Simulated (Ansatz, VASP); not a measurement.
**BP: VASP beside Ansatz**

The input INCAR:

```
ALGO = Normal ; EDIFF = 1E-6
ENCUT = 520 ; GGA = PE
ISIF = 2 ; ISMEAR = 0
LASPH = T ; LCHARG = F
LREAL = F ; LWAVE = F
NBANDS = 11 ; NELM = 60
PREC = Accurate ; SIGMA = 0.05
```

KPOINTS

```
k-points
0
Gamma
  10 10 10
```

POSCAR

```
BP
1.0
    0.0000000000      2.2916900000      2.2690000000
    2.2916900000      0.0000000000      2.2690000000
    2.2916900000      2.2916900000      0.0000000000
B P
1 1
Direct
    0.0000000000      0.0000000000      0.0000000000
    0.7500000000      0.7500000000      0.7500000000
```

Input for Ansatz:

```yaml
crystal:
  lattice:
    - [0.0, 2.29169, 2.269]
    - [2.29169, 0.0, 2.269]
    - [2.29169, 2.29169, 0.0]
  atoms:
    - { symbol: B, position: [0.0, 0.0, 0.0] }
    - { symbol: P, position: [0.75, 0.75, 0.75] }
basis:
  ecutwfc: 420
kpoints:
  mp_grid: { grid: [10, 10, 10] }
hamiltonian:
  xc: pbe
scf:
  occupations: { method: gaussian, width: 0.05 }
output:
  forces: true
  stress: true
  eigenvalues: true
```

Change from the starting cell: strain +0.0100 x Voigt [1, 1, 0, 0, 0, 0], atoms carried along.

Alike in both runs: task single point; functional PBE; k mesh 10 × 10 × 10; occupations gaussian, width 0.05 eV; no spin polarisation.

|  | VASP | Ansatz |
| --- | --- | --- |
| version | VASP 6.6.1 | Ansatz 0.2.0 |
| potentials or method | VASP PAW PBE potentials, release 64 (B, P), cutoff 520 eV | scalar-relativistic, plane waves, PAW |
| valence electrons in the cell | 8 | 8 |

|  | VASP | Ansatz | Ansatz less VASP |
| --- | --- | --- | --- |
| gap on the k mesh at the Fermi level (eV) | 1.12 | 1.12 | +0.004 |
| least direct gap on the mesh (eV) | 3.27 | 3.27 | +0.003 |
| pressure (GPa) | -2.3 | -2.1 | +0.22 |
| traceless stress, the component that is largest in VASP (GPa) | 1.73 | 1.72 | -0.002 |
